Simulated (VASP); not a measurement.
Runs of VASP 6.6.1 on Ga4P. The structure is that of space group P-43m (No. 215), or close to it. The cells are those of the table. 

| task | cell | k mesh | cutoff (eV) | gap on the mesh (eV) | pressure (GPa) | relaxed volume (Å³/atom) | largest force (eV/Å) |
| --- | --- | --- | --- | --- | --- | --- | --- |
| relaxation of cell and atoms | relaxed from a = 4.704 Å, 5 atoms | 8 × 8 × 8 | 600 | none | -0.1 | (a) | - |
| single point | a = 4.704 Å, 5 atoms | 4 × 4 × 4 | 520 | none | 0.2 | - | 0.02 |
| single point | a = 4.715 Å, 5 atoms | 8 × 8 × 8 | 520 | none | 0.0 | - | 0.01 |
| single point | a = 4.685 Å, 5 atoms | 4 × 4 × 4 | 520 | none | 19.3 | - | - |
| relaxation of cell and atoms | relaxed from a = 4.685 Å, 5 atoms | 4 × 4 × 4 | 600 | none | 0.2 | (b) | - |

Alike in all rows: level PBE; potentials or basis VASP PAW PBE potentials, release 64 (Ga_d, P); no spin polarisation; smearing gaussian 0.1 eV.

Task: Fill in the values left out.

Result: (a) 21.01; (b) 20.85.

A k mesh can miss the band edges, and the runs leave out spin-orbit coupling on Ga.

A gap of «none» marks levels without a gap at the run's occupations.
